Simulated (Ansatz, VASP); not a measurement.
## Two plane-wave programs on Al

INCAR

```
PREC = Accurate
ENCUT = 600
EDIFF = 1E-6
ISMEAR = 0
SIGMA = 0.1
LREAL = F
LASPH = T
NELM = 60
ALGO = Normal
ISIF = 3
LWAVE = F
LCHARG = F
GGA = PS
IBRION = 2
NSW = 100
EDIFFG = -0.01
```

File KPOINTS:

```
Automatic mesh
0
Gamma
  12 12 16
```

The input POSCAR:

```
Al
1.0
    4.5639006810      0.0000000000      0.0000000000
   -2.2819503405      3.9524539301      0.0000000000
    0.0000000000      0.0000000000      2.7928809109
Al
3
Direct
    0.0000000000      0.0000000000      0.0000000000
    0.3333333333      0.6666666667      0.5000000000
    0.6666666667      0.3333333333      0.5000000000
```

Input for Ansatz:

```yaml
crystal:
  lattice:
    - [4.563900681, 0.0, 0.0]
    - [-2.2819503405, 3.9524539301, 0.0]
    - [0.0, 0.0, 2.7928809109]
  atoms:
    - { symbol: Al, position: [0.0, 0.0, 0.0] }
    - { symbol: Al, position: [0.3333333333, 0.6666666667, 0.5] }
    - { symbol: Al, position: [0.6666666667, 0.3333333333, 0.5] }
basis:
  ecutwfc: 420
kpoints:
  mp_grid: { grid: [12, 12, 16] }
hamiltonian:
  xc: pbesol
scf:
  occupations: { method: gaussian, width: 0.1 }
output:
  forces: true
  stress: true
  eigenvalues: true
relax:
  adjacent_minimum: "off"
  f_tol: 0.01
  max_steps: 80
  cell: { stress_tol: 0.05 }
```

Alike in both runs: task relaxation of cell and atoms; functional PBEsol; k mesh 12 × 12 × 16; occupations gaussian, width 0.1 eV; no spin polarisation.

|  | VASP | Ansatz |
| --- | --- | --- |
| version | VASP 6.6.1 | Ansatz 0.2.0 |
| potentials or method | VASP PAW PBE potentials, release 64 (Al), cutoff 600 eV | scalar-relativistic, plane waves, PAW |
| valence electrons in the cell | 9 | 9 |

VASP gave:

* gap on the k mesh at the Fermi level, each at its own relaxed structure (eV): none
* relaxed volume (Å³/atom): 16.82
* relaxed length of the cell vector where the two differ most in proportion (Å): 4.586

Problem. What did Ansatz give for the same quantities?

Solution. gap on the k mesh at the Fermi level, each at its own relaxed structure (eV): none; relaxed volume (Å³/atom): 16.79; relaxed length of the cell vector where the two differ most in proportion (Å): 4.583.

VASP's potentials were made for PBE, not for PBEsol. A gap of «none» marks a metal or a gap that the smearing closes.
